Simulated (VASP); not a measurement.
Set up this calculation in VASP 6.6.1, as the native input.

```
Task                   : single point
Functional             : PBE
Potentials or basis    : VASP PAW PBE potentials, release 64 (Pt, B)
Cutoff                 : 520 eV
k mesh                 : 3 × 3 × 3
Occupations            : fermi-dirac, width 1 eV
Spin                   : no spin polarisation
Dipole correction      : no
Further INCAR settings : LREAL = Auto; ALGO = Normal; EDIFF = 1e-06; NBANDS = 96
```

The structure of BPt16 (a cell with a defect) lies in POSCAR:

```
BPt16
1.0
   -4.0729267900      4.0729267900      4.0729267900
    4.0729267900     -4.0729267900      4.0729267900
    4.0729267900      4.0729267900     -4.0729267900
Pt B
16 1
Direct
   -0.0012855620      0.0029995629      0.0027513384
   -0.0030264477      0.2599871185      0.7521902941
    0.0300053270      0.4849221707      0.4846421509
   -0.0030593479      0.7524178946      0.2596792318
    0.2429213809     -0.0011630457      0.7527908450
    0.2510230487      0.2415489035      0.5004269915
    0.2510809923      0.5007207606      0.2413319833
    0.2428442864      0.7530294941     -0.0015089886
    0.4878035139      0.0038010750      0.4994537356
    0.5040074634      0.2593901277      0.2591299953
    0.4878501634      0.4997931721      0.0036276125
    0.5067254106      0.7546897252      0.7544347489
    0.7431210174      0.0044183215      0.2434305970
    0.7431653344      0.2436805401      0.0041682556
    0.7325488902      0.4884259164      0.7807569750
    0.7326873656      0.7811029179      0.4882871956
    0.8867755759      0.6360240764      0.6358171000
```

One way to write it, as run:

INCAR

```
SYSTEM = BPt16
PREC = Accurate
ENCUT = 520
EDIFF = 1E-6
ISMEAR = -1
SIGMA = 1.0
LREAL = Auto
LASPH = .True.
NELM = 100
ALGO = Normal
ISIF = 2
LWAVE = .False.
LCHARG = .False.
GGA = PE
NBANDS = 96
```

KPOINTS

```
Automatic mesh
0
Gamma
  3 3 3
  0 0 0
```

Potentials or basis: VASP PAW PBE potentials, release 64 (Pt, B).

Command:

```console
$ cat potpaw_PBE.64/Pt/POTCAR potpaw_PBE.64/B/POTCAR > POTCAR
$ mpirun -np 1 vasp_std > vasp.out
```

It gave:

| Property | Result |
| --- | --- |
| Pressure | 7.2 GPa |
| Largest force | 0.967 eV/Å |

Caveat: the k points lie up to 0.36 Å⁻¹ apart.

Wall time 20 min on 1 thread of Intel(R) Xeon(R) Platinum 8259CL CPU @ 2.50GHz (Skylake/Cascade Lake) (shared host), peak memory 0.52 GiB.
